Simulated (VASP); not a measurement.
A run of VASP 6.6.1 is set up as follows.

File INCAR:

```
  ALGO = Normal
  EDIFF = 1E-6
  ENCUT = 520
  GGA = CA
  ISIF = 2
  ISMEAR = -1
  LASPH = True
  LCHARG = False
  LREAL = Auto
  LWAVE = False
  NBANDS = 88
  NELM = 100
  PREC = Accurate
  SIGMA = 0.15
```

Contents of KPOINTS:

```
k-points
0
Gamma
  6 6 6
```

POSCAR

```
Rb2O3
1.0
   -4.4486299169      4.4486299169      4.4486299169
    4.4486299169     -4.4486299169      4.4486299169
    4.4486299169      4.4486299169     -4.4486299169
Rb O
8 12
Direct
    0.8918410611      0.8918410611      0.8918410611
    0.1081589389      0.5000000000      0.0000000000
    0.5000000000      0.0000000000      0.6081589389
    0.0000000000      0.1081589389      0.5000000000
    0.6081589389      0.5000000000      0.0000000000
    0.3918410611      0.3918410611      0.3918410611
    0.0000000000      0.6081589389      0.5000000000
    0.5000000000      0.0000000000      0.1081589389
    0.2500000000      0.2016745916      0.9516745916
    0.7983254084      0.2500000000      0.0483254084
    0.7500000000      0.2983254084      0.5483254084
    0.7016745916      0.7500000000      0.4516745916
    0.9516745916      0.2500000000      0.2016745916
    0.0483254084      0.7983254084      0.2500000000
    0.5483254084      0.7500000000      0.2983254084
    0.4516745916      0.7016745916      0.7500000000
    0.7500000000      0.4516745916      0.7016745916
    0.2016745916      0.9516745916      0.2500000000
    0.2500000000      0.0483254084      0.7983254084
    0.2983254084      0.5483254084      0.7500000000
```

Potentials or basis: VASP PAW LDA potentials, release 64 (Rb_sv, O).

Command:

```console
$ cat potpaw_LDA.64/Rb_sv/POTCAR potpaw_LDA.64/O/POTCAR > POTCAR
$ mpirun -np 1 vasp_std > vasp.out
```

Q: Predict the band gap on the k mesh.

A: Zero (bands 72 and 73 overlap by 0.09 eV).

Q: Estimate the pressure.

A: 0.7 GPa.

Q: Estimate the largest force.

A: 0.505 eV/Å.

Forces in eV/Å, atoms in the order of the input:
```
Rb  -0.007 -0.007 -0.007
Rb  -0.007  0.007  0.007
Rb   0.007  0.007 -0.007
Rb   0.007 -0.007  0.007
Rb  -0.007  0.007  0.007
Rb  -0.007 -0.007 -0.007
Rb   0.007 -0.007  0.007
Rb   0.007  0.007 -0.007
O    0.505  0.000  0.000
O    0.000 -0.505  0.000
O   -0.505  0.000  0.000
O    0.000  0.505  0.000
O    0.000  0.505  0.000
O    0.000  0.000 -0.505
O    0.000 -0.505  0.000
O    0.000  0.000  0.505
O    0.505  0.000  0.000
O    0.000  0.000  0.505
O   -0.505  0.000  0.000
O    0.000  0.000 -0.505
```
